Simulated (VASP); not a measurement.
Crystal: InAs3.

```xyz
4
Lattice="0.0000 3.5790 3.5790 3.5790 0.0000 3.5790 3.5790 3.5790 0.0000" Properties=species:S:1:pos:R:3 pbc="T T T"
In    0.0000    0.0000    0.0000
As    1.7895    1.7895    1.7895
As    5.3686    5.3686    5.3686
As    3.5790    3.5790    3.5790
```

This cell differs from its parent crystal: Sb replaced by As, lengths x 0.936, strained.

Base run:

* Program: VASP 6.6.1
* Functional: PBE
* Potentials or basis: VASP PAW PBE potentials, release 64 (In_d, As)
* Cutoff: 520 eV
* k mesh: 10 × 10 × 10
* Occupations: gaussian, width 0.1 eV
* Spin: no spin polarisation

Its results: band gap on the k mesh zero (band 14 reaches 6.52 eV, above the bottom of band 15 at 3.65 eV); pressure -5.4 GPa.

Q: The run is repeated on the same cell with these changes: k mesh from 10 × 10 × 10 to 4 × 4 × 4; further incar settings from ALGO = Normal; EDIFF = 1e-07; NBANDS = 22 to ALGO = Normal; EDIFF = 1e-06; NBANDS = 22. What comes out?

A: Band gap on the k mesh zero (band 14 reaches 6.60 eV, above the bottom of band 15 at 3.61 eV); pressure -6.0 GPa.

Caveats: some runs use coarse meshes; spin-orbit coupling is left out, which moves the levels of the heavy elements.
